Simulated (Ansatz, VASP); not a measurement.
## One calculation of Au, two programs

File POSCAR:

```
Au
1.0
    2.7198694458      0.0000000000      0.0000000000
   -1.3599347229      2.3554760350      0.0000000000
    0.0000000000      0.0000000000      5.4934472869
Au
2
Direct
    0.3333333333      0.6666666667      0.7500000000
    0.6666666667      0.3333333333      0.2500000000
```

INCAR.step1

```
PREC = Accurate
ENCUT = 520
ISMEAR = 0
SIGMA = 0.15
LREAL = F
LASPH = T
NELM = 60
NBANDS = 18
GGA = PE
ALGO = Normal
EDIFF = 1E-4
LWAVE = T
LCHARG = F
```

The input INCAR.step2:

```
PREC = Accurate
ENCUT = 520
EDIFF = 1E-6
ISMEAR = 0
SIGMA = 0.15
LREAL = F
LASPH = T
NELM = 60
ALGO = Normal
ISIF = 2
LWAVE = F
LCHARG = F
METAGGA = R2SCAN
LMIXTAU = T
NBANDS = 18
ISTART = 1
```

File KPOINTS:

```
regular mesh
0
Gamma
  24 24 14
```

Input for Ansatz:

```yaml
crystal:
  lattice:
    - [2.7198694458, 0.0, 0.0]
    - [-1.3599347229, 2.355476035, 0.0]
    - [0.0, 0.0, 5.4934472869]
  atoms:
    - { symbol: Au, position: [0.3333333333, 0.6666666667, 0.75] }
    - { symbol: Au, position: [0.6666666667, 0.3333333333, 0.25] }
basis:
  ecutwfc: 500
kpoints:
  mp_grid: { grid: [24, 24, 14] }
hamiltonian:
  xc: r2scan
scf:
  occupations: { method: gaussian, width: 0.15 }
output:
  forces: true
  stress: true
  eigenvalues: true
```

Alike in both runs: task single point; functional r2SCAN; k mesh 24 × 24 × 14; occupations gaussian, width 0.15 eV; no spin polarisation.

|  | VASP | Ansatz |
| --- | --- | --- |
| version | VASP 6.6.1 | Ansatz 0.2.0 |
| potentials or method | VASP PAW PBE potentials, release 64 (Au), cutoff 520 eV | scalar-relativistic, plane waves, PAW |
| valence electrons in the cell | 22 | 38 |

Ansatz gave:

```
gap on the k mesh at the Fermi level (eV)                     : none
pressure (GPa)                                                : 8.5
traceless stress, the component that is largest in VASP (GPa) : -11.79
```

Question: What did VASP give for the same quantities?

Answer: gap on the k mesh at the Fermi level (eV): none; pressure (GPa): 8.9; traceless stress, the component that is largest in VASP (GPa): -12.04.

VASP's potentials were made for PBE, not for r2SCAN. A gap of «none» marks a metal or a gap that the smearing closes. VASP's potentials hold 22 valence electrons a cell and Ansatz's 38, so a difference there can come from the potentials and not from the codes.

Spin-orbit coupling is off throughout.
